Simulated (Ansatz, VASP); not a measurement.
# Two plane-wave programs on Ag

The input POSCAR:

```
Ag
1.0
    0.0000000000      2.0519023311      2.0519023311
    2.0519023311      0.0000000000      2.0519023311
    2.0519023311      2.0519023311      0.0000000000
Ag
1
Direct
    0.0000000000      0.0000000000      0.0000000000
```

File INCAR.step1:

```
  PREC = Accurate
  ENCUT = 520
  ISMEAR = 1
  SIGMA = 0.3
  LREAL = F
  LASPH = T
  NELM = 60
  NBANDS = 12
  GGA = PE
  ALGO = Normal
  EDIFF = 1E-4
  LWAVE = T
  LCHARG = F
```

INCAR.step2

```
  PREC = Accurate
  ENCUT = 520
  EDIFF = 1E-6
  ISMEAR = 1
  SIGMA = 0.3
  LREAL = F
  LASPH = T
  NELM = 60
  ALGO = Normal
  ISIF = 2
  LWAVE = F
  LCHARG = F
  METAGGA = R2SCAN
  LMIXTAU = T
  NBANDS = 12
  ISTART = 1
```

KPOINTS

```
regular mesh
0
Gamma
  13 13 13
```

Input for Ansatz:

```yaml
crystal:
  lattice:
    - [0.0, 2.0519023311, 2.0519023311]
    - [2.0519023311, 0.0, 2.0519023311]
    - [2.0519023311, 2.0519023311, 0.0]
  atoms:
    - { symbol: Ag, position: [0.0, 0.0, 0.0] }
hamiltonian:
  xc: r2scan
  pseudopotentials:
    kind: paw
    azcp:
      Ag: "pseudopotentials/Ag.paw.azcp"
basis:
  ecutwfc: 500
  fft_grid_basis: typed
kpoints:
  mp_grid: { grid: [13, 13, 13], shift: [0, 0, 0] }
magnetization:
  spin_polarized: false
scf:
  occupations: { method: methfessel_paxton, width: 0.3 }
  lower_state_search: "off"
output:
  stress: true
```

Alike in both runs: task single point; functional r2SCAN; k mesh 13 × 13 × 13; occupations methfessel-paxton of order 1, width 0.3 eV; no spin polarisation.

|  | VASP | Ansatz |
| --- | --- | --- |
| version | VASP 6.6.1 | Ansatz 0.2.0 |
| potentials or method | VASP PAW PBE potentials, release 64 (Ag), cutoff 520 eV | plane waves (500 eV) with PAW, scalar-relativistic |
| valence electrons in the cell | 11 | 19 |

VASP gave:

| Property | Result |
| --- | --- |
| pressure (GPa) | 0.1 |

Task: Estimate Ansatz's values.

Result: Pressure (GPa): -0.1.

VASP's potentials were made for PBE, not for r2SCAN. VASP's potentials hold 11 valence electrons a cell and Ansatz's 19, so a difference there can come from the potentials and not from the codes.
